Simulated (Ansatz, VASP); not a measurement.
**H: VASP beside Ansatz**

```
H
1.0
     0.00000    1.14184    1.14184
     1.14184    0.00000    1.14184
     1.14184    1.14184    0.00000
H
1
Direct
  0.00000 0.00000 0.00000
```

Alike in both runs: task electric field gradients; functional PBE; k mesh 20 × 20 × 20; occupations fermi-dirac, width 0.05 eV; no spin polarisation.

|  | VASP | Ansatz |
| --- | --- | --- |
| version | VASP 6.6.1 | Ansatz 0.2.0 |
| potentials or method | VASP PAW PBE potentials, release 64 (H) | PAW with Ansatz's default frozen-core files, scalar-relativistic |
| plane-wave cutoff (eV) | 520 | 420 |
| valence electrons in the cell | 1 | 1 |

VASP gave:

```
pressure (GPa) : -0.7
```

Question: Estimate Ansatz's values.

Answer: Pressure (GPa): 0.0.

The functional is the same, so the differences come from potentials, cutoffs and numerics.
